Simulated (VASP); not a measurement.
# TaTeI2 (Pmmm) in VASP: further runs, part 2 of 2

VASP 6.6.1. The steps go on from the part before.

## Step 3: Relaxation of cell and atoms, PBE

INCAR

```
SYSTEM = TaTeI2
  PREC = Accurate
  ENCUT = 600
  EDIFF = 1E-7
  ISMEAR = 0
  SIGMA = 0.1
  LREAL = .FALSE.
  LASPH = .TRUE.
  NELM = 100
  ALGO = Normal
  ISIF = 3
  LWAVE = .FALSE.
  LCHARG = .FALSE.
  GGA = PE
  IBRION = 2
  NSW = 90
  EDIFFG = -0.04
```

KPOINTS

```
Automatic mesh
0
G
  6 4 2
  0 0 0
```

POSCAR

```
TaTeI2
1.0
    3.4675304266      0.0000000000      0.0000000000
    0.0000000000      4.8366049643      0.0000000000
    0.0000000000      0.0000000000      9.0058571075
Ta Te I
1 1 2
Direct
    0.5000000000      0.5000000000      0.0000000000
    0.0000000000      0.0000000000      0.0000000000
    0.0000000000      0.5000000000      0.7326707090
    0.0000000000      0.5000000000      0.2673292910
```

Potentials or basis: VASP PAW PBE potentials, release 64 (Ta_pv, Te, I).

The run is started by

```bash
$ cat potpaw_PBE.64/Ta_pv/POTCAR potpaw_PBE.64/Te/POTCAR potpaw_PBE.64/I/POTCAR > POTCAR
$ mpirun -np 1 vasp_std > vasp.out
```

OUTCAR:

```text
SYSTEM = TaTeI2
   PREC = Accurate
   ENCUT = 600
   EDIFF = 1E-7
   ISMEAR = 0
   LREAL = .FALSE.
   LASPH = .TRUE.
   NELM = 100
   ISIF = 3
   GGA = PE
   IBRION = 2
   NSW = 90
   EDIFFG = -0.04

 ion  position               nearest neighbor table
   1  0.500  0.500  0.000-   3 2.97   4 2.97   3 2.97   4 2.97   2 2.98   2 2.98   2 2.98   2 2.98

   2  0.000  0.000  0.000-   1 2.98   1 2.98   1 2.98   1 2.98   3 3.41   4 3.41   4 3.41   3 3.41

   3  0.000  0.500  0.733-   1 2.97   1 2.97   2 3.41   2 3.41
   4  0.000  0.500  0.267-   1 2.97   1 2.97   2 3.41   2 3.41

  LATTYP: Found a simple orthorhombic cell.
 ALAT       =     3.4675304266
 B/A-ratio  =     1.3948269717
 C/A-ratio  =     2.5971962750

  Lattice vectors:

 A1 = (   3.4675304266,   0.0000000000,   0.0000000000)
 A2 = (   0.0000000000,   4.8366049643,   0.0000000000)
[... 290 lines left out ...]

  energy  without entropy=      -17.4866009455  energy(sigma->0) =      -17.49083242

[... ionic steps 4 to 11 ...]

--------------------------------------- Ionic step       12  -------------------------------------------

 number of electron      30.9999999 magnetization

------------------------ aborting loop because EDIFF is reached ----------------------------------------
[... 71 lines left out ...]
--------------------------------------- Ionic step       14  -------------------------------------------

 number of electron      31.0000000 magnetization

 Free energy of the ion-electron system (eV)
  ---------------------------------------------------
  ext. energy  EPLUGINS =         0.00000000
  ---------------------------------------------------
  free energy    TOTEN  =       -17.50224492 eV

  energy without entropy =      -17.49368809  energy(sigma->0) =      -17.49796651

 E-fermi :   3.3151     XC(G=0):  -7.9253

 val. band max:        3.2913020802   @ k =   0.5000   0.0000   0.0000
 cond. band min:       3.5950876874   @ k =   0.3333   0.5000   0.0000
 fundamental gap:      0.3037856072
 Fermi energy:         3.3151129702

 k-point     1 :       0.0000    0.0000    0.0000
  band No.  band energies     occupation
      1     -32.2114      2.00000
      2     -32.1615      2.00000
      3     -31.9946      2.00000
      4     -10.5685      2.00000
      5      -9.9847      2.00000
      6      -8.4575      2.00000
[... 548 lines left out ...]
  FREE ENERGIE OF THE ION-ELECTRON SYSTEM (eV)
  ---------------------------------------------------
  free  energy   TOTEN  =       -17.5022449163 eV

  energy  without entropy=      -17.4936880944  energy(sigma->0) =      -17.49796651

 reached required accuracy - stopping structural energy minimisation
```

OSZICAR:

```text
N       E                     dE             d eps       ncg     rms          rms(c)
DAV:   1     0.202859475532E+03    0.20286E+03   -0.14357E+04   960   0.149E+03
DAV:   2    -0.454868958643E+01   -0.20741E+03   -0.20272E+03  1217   0.275E+02
DAV:   3    -0.182252709799E+02   -0.13677E+02   -0.13327E+02  1124   0.653E+01
[... 154 lines left out ...]
DAV:   5    -0.175022656731E+02    0.44239E-04   -0.19202E-04  1258   0.797E-02    0.821E-02
DAV:   6    -0.175022513963E+02    0.14277E-04   -0.95959E-05  1137   0.419E-02    0.245E-02
DAV:   7    -0.175022441960E+02    0.72003E-05   -0.27518E-05  1250   0.301E-02    0.855E-03
DAV:   8    -0.175022448250E+02   -0.62901E-06   -0.20413E-06  1056   0.973E-03    0.370E-03
DAV:   9    -0.175022449163E+02   -0.91286E-07   -0.65911E-07  1096   0.404E-03
  14 F= -.17502245E+02 E0= -.17497967E+02  d E =-.116890E-02
```

CONTCAR:

```text
TaTeI2
   1.00000000000000
     3.4631200152129642    0.0000000000000001    0.0000000000000000
     0.0000000000000000    4.8289936448910593    0.0000000000000000
     0.0000000000000000    0.0000000000000000    9.4477605704192023
  Ta              Te              I
     1     1     2
Direct
     0.5000000000000000    0.5000000000000000    0.0000000000000000
     0.0000000000000000    0.0000000000000000    0.0000000000000000
     1.0000000000000000    0.5000000000000000    0.7450019307274381
     0.0000000000000000    0.5000000000000000    0.2549980692725619

  0.00000000E+00  0.00000000E+00  0.00000000E+00
  0.00000000E+00  0.00000000E+00  0.00000000E+00
  0.00000000E+00  0.00000000E+00  0.00000000E+00
  0.00000000E+00  0.00000000E+00  0.00000000E+00
```

Run time: 6.4 min. Hardware: 1 thread of Oxide Virtual Turin-like, shared host; peak memory 0.32 GiB.

What came out:

```yaml
Free_energy: -17.5022 eV
Relaxed_volume: 39.50 Å³/atom
Relaxed_cell: a = 3.463 Å, b = 4.829 Å, c = 9.448 Å, α = 90.00°, β = 90.00°, γ = 90.00°
Space_group_after_relaxing_to_0.1_Å: Pmmm (No. 47)
Energy_gained_by_relaxing: 1.9 meV/atom
Ionic_steps: 14
Pressure_after_relaxing: 0.0 GPa
Largest_force_after_relaxing: 0.011 eV/Å
Band_gap_on_the_k_mesh: zero (an odd number of electrons rules out a gap without spin polarisation)
```

Forces in eV/Å, atoms in the order of the input:
```
Ta   0.000  0.000  0.000
Te   0.000  0.000  0.000
I    0.000  0.000  0.011
I    0.000  0.000 -0.011
```

Stress tensor (GPa, compression positive):
```
-0.04  0.00  0.00
 0.00  0.06  0.00
 0.00  0.00 -0.02
```

The path:
```csv
step,energy change (eV),largest force (eV/Å),pressure (GPa),volume (Å³)
1,0.0000,0.0511,-0.04,151.04
2,-0.0005,0.0447,0.09,150.83
3,-0.0005,0.0434,0.11,150.79
4,-0.0010,0.0519,0.08,151.07
5,-0.0020,0.0770,-0.01,151.89
6,-0.0027,0.1270,-0.19,153.54
7,-0.0029,0.1247,-0.18,153.62
8,-0.0034,0.1169,-0.17,153.84
9,-0.0044,0.1012,-0.13,154.29
10,-0.0057,0.0694,-0.06,155.18
11,-0.0065,0.0063,0.11,156.97
12,-0.0065,0.0188,0.07,156.60
13,-0.0070,0.0168,0.05,156.99
14,-0.0077,0.0107,0.00,158.00
```

Final structure:
```
Ta Te I
1.0
     3.46312    0.00000    0.00000
     0.00000    4.82899    0.00000
     0.00000    0.00000    9.44776
Ta Te I
1 1 2
Direct
  0.50000 0.50000 0.00000
  0.00000 0.00000 0.00000
  0.00000 0.50000 0.74500
  0.00000 0.50000 0.25500
```

Levels at points of the mesh, in eV from the Fermi level:
| k point | band 12 | band 13 | band 14 | band 15 | band 16 | band 17 | band 18 | band 19 |
| --- | --- | --- | --- | --- | --- | --- | --- | --- |
| (0.00, 0.00, 0.00) | -1.58 | -1.24 | -1.18 | -0.68 | 0.43 | 0.73 | 0.95 | 1.50 |
| (0.50, 0.00, 0.00) | -2.86 | -1.89 | -1.07 | -0.38 | -0.02 | 1.28 | 2.75 | 2.97 |
| (0.00, 0.50, 0.00) | -1.55 | -1.53 | -1.01 | -0.55 | -0.38 | 1.69 | 2.42 | 2.45 |
| (0.50, 0.50, 0.00) | -3.54 | -2.02 | -0.66 | -0.56 | -0.42 | 0.63 | 0.78 | 1.37 |
| (0.00, 0.00, 0.50) | -1.44 | -1.40 | -1.19 | -0.66 | 0.43 | 0.68 | 0.96 | 1.52 |
| (0.50, 0.00, 0.50) | -2.58 | -1.93 | -1.03 | -0.43 | -0.02 | 1.49 | 2.49 | 2.76 |
| (0.00, 0.50, 0.50) | -1.56 | -1.53 | -0.97 | -0.70 | -0.35 | 1.69 | 2.39 | 3.03 |
| (0.50, 0.50, 0.50) | -3.56 | -1.96 | -0.66 | -0.56 | -0.13 | 0.55 | 0.79 | 1.56 |

Caveat: spin-orbit coupling is left out, which moves the levels of the heavy elements; this functional lacks dispersion, which binds layers or chains, so the pressure and a relaxed spacing across them are unreliable; an odd number of electrons without spin polarisation forces a metal; a magnetic or distorted state may lie lower.

## Step 4: Relaxation of cell and atoms, PBE

This run uses another cell than the first one, of 36.79 Å³/atom.

INCAR

```
SYSTEM = TaTeI2
ALGO = Normal
EDIFF = 1E-7
EDIFFG = -0.04
ENCUT = 600
GGA = PE
IBRION = 2
ISIF = 3
ISMEAR = 0
LASPH = .TRUE.
LCHARG = .FALSE.
LREAL = .FALSE.
LWAVE = .FALSE.
NELM = 60
NSW = 90
PREC = Accurate
SIGMA = 0.1
```

KPOINTS

```
k-points
0
G
  4 4 4
  0 0 0
```

POSCAR

```
TaTeI2
1.0
    4.3586424400      0.0000000000      0.0000000000
    0.0000000000      5.2741974600      0.0000000000
    0.0000000000      0.0000000000      6.4016255800
Ta Te I
1 1 2
Direct
    0.5000000000      0.5000000000      0.0000000000
    0.0000000000      0.0000000000      0.0000000000
    0.0000000000      0.5000000000      0.7204271900
    0.0000000000      0.5000000000      0.2795728100
```

Potentials or basis: VASP PAW PBE potentials, release 64 (Ta_pv, Te, I).

The run is started by

```bash
$ cat potpaw_PBE.64/Ta_pv/POTCAR potpaw_PBE.64/Te/POTCAR potpaw_PBE.64/I/POTCAR > POTCAR
$ mpirun -np 1 vasp_std > vasp.out
```

OUTCAR:

```text
SYSTEM = TaTeI2
   EDIFF = 1E-7
   EDIFFG = -0.04
   ENCUT = 600
   GGA = PE
   IBRION = 2
   ISIF = 3
   ISMEAR = 0
   LASPH = .TRUE.
   LREAL = .FALSE.
   NELM = 60
   NSW = 90
   PREC = Accurate

 ion  position               nearest neighbor table
   1  0.500  0.500  0.000-   3 2.82   4 2.82   3 2.82   4 2.82   2 3.42   2 3.42   2 3.42   2 3.42

   2  0.000  0.000  0.000-   3 3.19   4 3.19   3 3.19   4 3.19   1 3.42   1 3.42   1 3.42   1 3.42

   3  0.000  0.500  0.720-   1 2.82   1 2.82   4 2.82   2 3.19   2 3.19
   4  0.000  0.500  0.280-   1 2.82   1 2.82   3 2.82   2 3.19   2 3.19

  LATTYP: Found a simple orthorhombic cell.
 ALAT       =     4.3586424400
 B/A-ratio  =     1.2100550877
 C/A-ratio  =     1.4687200586

  Lattice vectors:

 A1 = (   4.3586424400,   0.0000000000,   0.0000000000)
 A2 = (   0.0000000000,   5.2741974600,   0.0000000000)
[... 380 lines left out ...]
  free energy    TOTEN  =       -17.42024597 eV

  energy without entropy =      -17.41067665  energy(sigma->0) =      -17.41546131

 E-fermi :   3.4756     XC(G=0):  -7.9673

 val. band max:        3.4704456990   @ k =   0.2500   0.0000   0.5000
 cond. band min:       3.5034614701   @ k =   0.2500   0.5000   0.5000
 fundamental gap:      0.0330157711
 Fermi energy:         3.4755595223

 k-point     1 :       0.0000    0.0000    0.0000
  band No.  band energies     occupation
      1     -32.1232      2.00000
      2     -32.1118      2.00000
      3     -32.0165      2.00000
      4     -10.5189      2.00000
      5      -9.9254      2.00000
      6      -8.4101      2.00000
[... 505 lines left out ...]
      6      -7.3472      2.00000
[... 11 lines left out ...]
     18       4.9408      0.00000
     19       6.2261      0.00000

 [... further k-points ...]

------------------------ aborting loop because EDIFF is reached ----------------------------------------

  FORCE on cell =-STRESS in cart. coord.  units (eV):
  Direction    XX          YY          ZZ          XY          YZ          ZX
  --------------------------------------------------------------------------------------
  -------------------------------------------------------------------------------------
  Total        0.0136795      0.0382618     -0.0170576      0.0000000      0.0000000      0.0000000
  in kB        0.1396756      0.3906738     -0.1741671      0.0000000      0.0000000      0.0000000
  external PRESSURE =       0.1187274 kB  Pullay stress =       0.0000000 kB
[... 19 lines left out ...]
  FREE ENERGIE OF THE ION-ELECTRON SYSTEM (eV)
  ---------------------------------------------------
  free  energy   TOTEN  =       -17.4202459748 eV

  energy  without entropy=      -17.4106766525  energy(sigma->0) =      -17.41546131

 reached required accuracy - stopping structural energy minimisation
```

CONTCAR:

```text
TaTeI2
   1.00000000000000
     3.4660413908159562   -0.0000000000000000    0.0000000000000000
    -0.0000000000000000    4.8314655671058286    0.0000000000000000
     0.0000000000000000    0.0000000000000000    9.3701999069923847
  Ta              Te              I
     1     1     2
Direct
     0.5000000000000000    0.5000000000000000    0.0000000000000000
     0.0000000000000000    0.0000000000000000    0.0000000000000000
     0.0000000000000000    0.5000000000000000    0.7431572105905663
     0.0000000000000000    0.5000000000000000    0.2568427894094337

  0.00000000E+00  0.00000000E+00  0.00000000E+00
  0.00000000E+00  0.00000000E+00  0.00000000E+00
  0.00000000E+00  0.00000000E+00  0.00000000E+00
  0.00000000E+00  0.00000000E+00  0.00000000E+00
```

It took 14 min on 1 thread of Oxide Virtual Turin-like, shared host; peak memory 0.32 GiB.

Results:

```yaml
Free_energy: -17.4202 eV
Relaxed_volume: 39.23 Å³/atom
Relaxed_cell: a = 3.466 Å, b = 4.831 Å, c = 9.370 Å, α = 90.00°, β = 90.00°, γ = 90.00°
Space_group_after_relaxing_to_0.1_Å: Pmmm (No. 47)
Energy_gained_by_relaxing: 850.2 meV/atom
Ionic_steps: 17
Pressure_after_relaxing: 0.0 GPa
Largest_force_after_relaxing: 0.015 eV/Å
Band_gap_on_the_k_mesh: zero (an odd number of electrons rules out a gap without spin polarisation)
```

Forces in eV/Å, atoms in the order of the input:
```
Ta   0.000  0.000  0.000
Te   0.000  0.000  0.000
I    0.000  0.000 -0.015
I    0.000  0.000  0.015
```

The path:
| step | energy change (eV) | largest force (eV/Å) | pressure (GPa) | volume (Å³) |
| --- | --- | --- | --- | --- |
| 1 | 0.0000 | 1.6243 | 4.25 | 147.16 |
| 2 | -2.2621 | 0.1652 | -1.66 | 166.27 |
| 3 | -2.7420 | 0.1153 | -2.95 | 174.93 |
| 4 | -2.8362 | 0.9441 | -3.26 | 188.85 |
| 5 | -2.9146 | 0.4533 | -3.33 | 181.60 |
| 6 | -3.0686 | 0.8348 | 2.84 | 158.10 |
| 7 | -3.1563 | 0.2934 | 0.06 | 166.28 |
| 8 | -3.2974 | 0.2773 | 0.16 | 161.77 |
| 9 | -3.3726 | 0.3496 | 0.57 | 157.15 |
| 10 | -3.2090 | 0.5026 | 3.14 | 146.97 |
| 11 | -3.3813 | 0.3762 | 0.82 | 155.46 |
| 12 | -3.3813 | 0.3875 | 0.94 | 154.79 |
| 13 | -3.3755 | 0.3527 | -1.17 | 160.37 |
| 14 | -3.4003 | 0.0142 | -0.13 | 157.34 |
| 15 | -3.4003 | 0.0210 | -0.11 | 157.29 |
| 16 | -3.4005 | 0.0086 | 0.12 | 156.59 |
| 17 | -3.4010 | 0.0145 | 0.01 | 156.91 |

Final structure:
```xyz
4
Lattice="3.4660 0.0000 0.0000 0.0000 4.8315 0.0000 0.0000 0.0000 9.3702" Properties=species:S:1:pos:R:3 pbc="T T T"
Ta    1.7330    2.4157    0.0000
Te    0.0000    0.0000    0.0000
I     0.0000    2.4157    6.9635
I     0.0000    2.4157    2.4067
```

Caveat: the k points lie up to 0.45 Å⁻¹ apart in the final cell, too coarse for converged energies and pressures of a metal; a cell axis changed by over 15 % at a fixed basis, so the end point is rough; spin-orbit coupling is left out, which moves the levels of the heavy elements; this functional lacks dispersion, which binds layers or chains, so the pressure and a relaxed spacing across them are unreliable; an odd number of electrons without spin polarisation forces a metal; a magnetic or distorted state may lie lower.

## Step 5: Summary

```csv
task,cell,k mesh,cutoff (eV),gap on the mesh (eV),pressure (GPa),relaxed volume (Å³/atom),largest force (eV/Å)
single point,"a = 3.468, b = 4.837, c = 9.006 Å, 4 atoms, atomic positions A",4 × 4 × 4,520,none,0.0,-,0.03
relaxation of cell and atoms,"relaxed from a = 3.468, b = 4.837, c = 9.006 Å, 4 atoms, atomic positions A",6 × 4 × 2,600,none,0.0,39.50,0.01
relaxation of cell and atoms,"relaxed from a = 4.359, b = 5.274, c = 6.402 Å, 4 atoms, atomic positions B",4 × 4 × 4,600,none,0.0,39.23,0.01
```

Alike in all rows: level PBE; potentials or basis VASP PAW PBE potentials, release 64 (Ta_pv, Te, I); no spin polarisation; smearing gaussian 0.1 eV.

Caveats: some runs use coarse meshes; spin-orbit coupling is left out, which moves the levels of the heavy elements; this functional lacks dispersion, which binds layers or chains, so the pressure and a relaxed spacing across them are unreliable; an odd number of electrons without spin polarisation forces a metal; a magnetic or distorted state may lie lower; a cell axis changed by over 15 % at a fixed basis, so the end point is rough (at least some runs).

Total energies depend on the potentials used, so only differences within one code and one set of settings carry meaning.

The gap in the log of VASP goes by the Fermi energy; the results here count the filled bands.